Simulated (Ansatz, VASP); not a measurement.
Ag: VASP beside Ansatz

```
Ag
1.0
     2.93339    0.00000    0.00000
     0.00000    4.14844    0.00000
     0.00000    0.00000   18.93340
Ag
3
Direct
  0.00000 0.00000 0.42528
  0.50000 0.50000 0.50000
  0.00000 0.00000 0.57472
```

Alike in both runs: functional PBE; k mesh 14 × 10 × 1; occupations fermi-dirac, width 0.08 eV; no spin polarisation.

Ansatz relaxed the structure, and its values are those at the end. VASP's run is a single point on that final structure, the one shown.

|  | VASP | Ansatz |
| --- | --- | --- |
| version | VASP 6.6.1 | Ansatz 0.2.0 |
| potentials or method | VASP PAW PBE potentials, release 64 (Ag), cutoff 520 eV | all-electron LAPW, scalar-relativistic |

VASP gave:

| Item | Value |
| --- | --- |
| rms of the force components (eV/Å) | 0.005 |

Problem. Which values does Ansatz return?

Solution. rms of the force components (eV/Å): 0.003.

Ansatz ran all-electron here, and VASP with PAW potentials.
